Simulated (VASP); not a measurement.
Set up this calculation in VASP 6.6.1, as the native input.

```yaml
Task: single point
Functional: LDA
Potentials_or_basis: VASP PAW LDA potentials, release 64 (La, Pb_d)
Cutoff: 520 eV
k_mesh: 5 × 5 × 5
Occupations: gaussian, width 0.1 eV
Spin: no spin polarisation
Dipole_correction: no
Further_INCAR_settings: ALGO = Normal; EDIFF = 1e-07; NBANDS = 34
```

The structure of LaPb3 lies in POSCAR:

```
LaPb3
1.0
    4.9334398504      0.0000000000      0.0000000000
    0.0000000000      4.9334398504      0.0000000000
    0.0000000000      0.0000000000      4.9334398504
La Pb
1 3
Direct
    0.0000000000      0.0000000000      0.0000000000
    0.0000000000      0.5000000000      0.5000000000
    0.5000000000      0.0000000000      0.5000000000
    0.5000000000      0.5000000000      0.0000000000
```

One way to write it, as run:

INCAR

```
PREC = Accurate
ENCUT = 520
EDIFF = 1E-7
ISMEAR = 0
SIGMA = 0.1
LREAL = False
LASPH = True
NELM = 80
ALGO = Normal
ISIF = 2
LWAVE = False
LCHARG = False
GGA = CA
NBANDS = 34
```

KPOINTS

```
regular mesh
0
Gamma
  5 5 5
```

Potentials or basis: VASP PAW LDA potentials, release 64 (La, Pb_d).

The run is started by

```bash
$ cat potpaw_LDA.64/La/POTCAR potpaw_LDA.64/Pb_d/POTCAR > POTCAR
$ mpirun -np 1 vasp_std > vasp.out
```

Results of the run:

```
Pressure : -3.2 GPa
```

Wall time 33 s on 1 thread of Intel(R) Xeon(R) Platinum 8375C CPU @ 2.90GHz (Ice Lake), with other jobs on the host, peak memory 0.22 GiB.
